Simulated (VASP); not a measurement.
The system is La.

```
CELL_PARAMETERS angstrom
-2.12383 2.12383 2.12383
2.12383 -2.12383 2.12383
2.12383 2.12383 -2.12383
ATOMIC_POSITIONS crystal
La 0.00000 0.00000 0.00000
```

This isn't the form of La at room conditions, which is double hcp.

Base run:

| Quantity | Value |
| --- | --- |
| Program | VASP 6.6.1 |
| Functional | r2SCAN0 |
| Dispersion | D4 |
| Potentials or basis | VASP PAW PBE potentials, release 64 (La) |
| Cutoff | 440 eV |
| k mesh | 6 × 6 × 6 |
| Occupations | fermi-dirac, width 0.01 eV |
| Spin | no spin polarisation |

Its results: band gap on the k mesh zero (an odd number of electrons rules out a gap without spin polarisation); pressure 1.0 GPa.

Q: The run is repeated on the same cell with these changes: functional from r2SCAN0 to PBE0; cutoff from 440 eV to 400 eV; occupations from fermi-dirac, width 0.01 eV to fermi-dirac, width 0.025 eV. What comes out?

A: Band gap on the k mesh zero (an odd number of electrons rules out a gap without spin polarisation); pressure 0.0 GPa.

Caveats: the PAW data sets were made with another functional, which shifts forces and pressure a little; spin-orbit coupling is left out, which moves the levels of the heavy elements.
